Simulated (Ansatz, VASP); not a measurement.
Two plane-wave programs on Ge

The input INCAR:

```
PREC = Accurate
ENCUT = 520
EDIFF = 1E-6
ISMEAR = 0
SIGMA = 0.15
LREAL = False
LASPH = True
NELM = 80
ALGO = Normal
ISIF = 2
LWAVE = False
LCHARG = True
LELF = True
LVHAR = True
NBANDS = 21
```

KPOINTS

```
Automatic mesh
0
Gamma
  16 16 16
```

POSCAR

```
Ge
1.0
    0.0000000000      2.9326445848      2.4446525259
    2.9326445848      0.0000000000      2.4446525259
    2.9326445848      2.9326445848      0.0000000000
Ge
2
Direct
    0.5000000000      0.5000000000      0.5000000000
    0.7500000000      0.7500000000      0.7500000000
```

Input for Ansatz:

```yaml
crystal:
  lattice:
    - [0.0, 2.9326445848, 2.4446525259]
    - [2.9326445848, 0.0, 2.4446525259]
    - [2.9326445848, 2.9326445848, 0.0]
  atoms:
    - { symbol: Ge, position: [0.5, 0.5, 0.5] }
    - { symbol: Ge, position: [0.75, 0.75, 0.75] }
basis:
  ecutwfc: 420
kpoints:
  mp_grid: { grid: [16, 16, 16] }
hamiltonian:
  xc: lda
scf:
  occupations: { method: gaussian, width: 0.15 }
output:
  forces: true
  stress: true
  eigenvalues: true
  write_density: true
  write_potential: true
  elf: true
  volumetric_format: npy
```

Alike in both runs: task single point; functional LDA; k mesh 16 × 16 × 16; occupations gaussian, width 0.15 eV; no spin polarisation.

|  | VASP | Ansatz |
| --- | --- | --- |
| version | VASP 6.6.1 | Ansatz 0.2.0 |
| potentials or method | VASP PAW LDA potentials, release 64 (Ge_d), cutoff 520 eV | scalar-relativistic, plane waves, PAW |
| valence electrons in the cell | 28 | 28 |

|  | VASP | Ansatz | Ansatz less VASP |
| --- | --- | --- | --- |
| gap on the k mesh at the Fermi level (eV) | none | none | - |
| pressure (GPa) | 3.9 | 3.6 | -0.28 |
| traceless stress, the component that is largest in VASP (GPa) | 4.99 | 5.00 | +0.003 |

LDA's correlation is that of Perdew and Zunger in VASP and of Perdew and Wang (1992) in Ansatz. A gap of «none» marks a metal or a gap that the smearing closes.
